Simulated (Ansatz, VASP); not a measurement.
## GaN in VASP and in Ansatz

Contents of POSCAR:

```
GaN
1.0
    0.0000000000      2.1063769354      2.1063769354
    2.1063769354      0.0000000000      2.1063769354
    2.1063769354      2.1063769354      0.0000000000
Ga N
1 1
Direct
    0.0000000000      0.0000000000      0.0000000000
    0.5000000000      0.5000000000      0.5000000000
```

File INCAR.step1:

```
SYSTEM = GaN
  PREC = Accurate
  ENCUT = 520
  ISMEAR = -1
  SIGMA = 0.05
  LREAL = .False.
  LASPH = .True.
  NELM = 80
  NBANDS = 16
  GGA = PE
  ALGO = Normal
  EDIFF = 1E-4
  LWAVE = .True.
  LCHARG = .False.
```

File INCAR.step2:

```
SYSTEM = GaN
  PREC = Accurate
  ENCUT = 520
  EDIFF = 1E-6
  ISMEAR = -1
  SIGMA = 0.05
  LREAL = .False.
  LASPH = .True.
  NELM = 80
  ALGO = Normal
  ISIF = 2
  LWAVE = .False.
  LCHARG = .False.
  METAGGA = R2SCAN
  LMIXTAU = .True.
  NBANDS = 16
  ISTART = 1
```

File KPOINTS:

```
Automatic mesh
0
Gamma
  11 11 11
  0 0 0
```

File input.yaml:

```yaml
crystal:
  lattice:
    - [0.0, 2.1063769354, 2.1063769354]
    - [2.1063769354, 0.0, 2.1063769354]
    - [2.1063769354, 2.1063769354, 0.0]
  atoms:
    - { symbol: Ga, position: [0.0, 0.0, 0.0] }
    - { symbol: "N", position: [0.5, 0.5, 0.5] }
hamiltonian:
  xc: r2scan
  pseudopotentials: { kind: paw }
kpoints:
  mp_grid: { grid: [11, 11, 11] }
scf:
  occupations: { method: fermi_dirac, width: 0.05 }
output:
  forces: true
  stress: true
  eigenvalues: true
```

Alike in both runs: task single point; functional r2SCAN; k mesh 11 × 11 × 11; occupations fermi-dirac, width 0.05 eV; no spin polarisation.

|  | VASP | Ansatz |
| --- | --- | --- |
| version | VASP 6.6.1 | Ansatz 0.2.0 |
| potentials or method | VASP PAW PBE potentials, release 64 (Ga_d, N) | Ansatz PAW |
| plane-wave cutoff (eV) | 520 | 500 |
| valence electrons in the cell | 18 | 18 |

|  | VASP | Ansatz | Ansatz less VASP |
| --- | --- | --- | --- |
| gap on the k mesh at the Fermi level (eV) | 1.32 | 1.34 | +0.022 |
| least direct gap on the mesh (eV) | 3.45 | 3.42 | -0.031 |
| pressure (GPa) | 2.1 | 0.7 | -1.36 |

VASP's potentials were made for PBE, not for r2SCAN.

Noted on Ansatz's run: odd divisions of the mesh miss points on the zone boundary, where band edges often lie, so the gap on the mesh can be too wide.
